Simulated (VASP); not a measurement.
Write the native input for VASP 6.6.1 that does the following.

- Task: single point
- Functional: PBE
- Potentials or basis: VASP PAW PBE potentials, release 64 (Nb_sv, Cd)
- Cutoff: 520 eV
- k mesh: 8 × 8 × 8
- Occupations: fermi-dirac, width 0.03 eV
- Spin: no spin polarisation
- Dipole correction: no
- k mesh for the DOS: 12 × 12 × 12
- Occupations for the DOS: tetrahedron
- Further INCAR settings: ALGO = Fast; EDIFF = 1e-06

Crystal: NbCd3.

```
Nb Cd
1.0
     4.21500    0.00000    0.00000
     0.00000    4.21500    0.00000
     0.00000    0.00000    4.21500
Nb Cd
1 3
Direct
  0.00000 0.00000 0.00000
  0.00000 0.50000 0.50000
  0.50000 0.00000 0.50000
  0.50000 0.50000 0.00000
```

The input as run:

POSCAR

```
NbCd3
1.0
    4.2150000000      0.0000000000      0.0000000000
    0.0000000000      4.2150000000      0.0000000000
    0.0000000000      0.0000000000      4.2150000000
Nb Cd
1 3
Direct
    0.0000000000      0.0000000000      0.0000000000
    0.0000000000      0.5000000000      0.5000000000
    0.5000000000      0.0000000000      0.5000000000
    0.5000000000      0.5000000000      0.0000000000
```

INCAR.step1

```
  PREC = Accurate
  ENCUT = 520
  EDIFF = 1E-6
  ISMEAR = -1
  SIGMA = 0.03
  LREAL = F
  LASPH = T
  NELM = 100
  ALGO = Fast
  ISIF = 2
  LWAVE = F
  LCHARG = T
  LMAXMIX = 4
  GGA = PE
  NBANDS = 32
```

KPOINTS.step1

```
regular mesh
0
Gamma
  8 8 8
```

INCAR.step2

```
  PREC = Accurate
  ENCUT = 520
  EDIFF = 1E-6
  ISMEAR = -5
  SIGMA = 0.03
  LREAL = F
  LASPH = T
  NELM = 100
  ALGO = Fast
  ISIF = 2
  LWAVE = F
  LCHARG = F
  LMAXMIX = 4
  GGA = PE
  LORBIT = 11
  NEDOS = 2001
  ICHARG = 11
```

KPOINTS.step2

```
regular mesh
0
Gamma
  12 12 12
```

Potentials or basis: VASP PAW PBE potentials, release 64 (Nb_sv, Cd).

Run with:

```sh
$ cat potpaw_PBE.64/Nb_sv/POTCAR potpaw_PBE.64/Cd/POTCAR > POTCAR
$ cp INCAR.step1 INCAR
$ cp KPOINTS.step1 KPOINTS
$ mpirun -np 1 vasp_std > vasp.out
$ cp INCAR.step2 INCAR
$ cp KPOINTS.step2 KPOINTS
$ mpirun -np 1 vasp_std > vasp.out
```

It gave:

* Valence electrons inside the program's atomic spheres: Nb 10.58; Cd 10.44

It took 2.4 min on 1 thread of Intel(R) Xeon(R) Platinum 8488C (Sapphire Rapids) (shared host), peak memory 0.28 GiB.
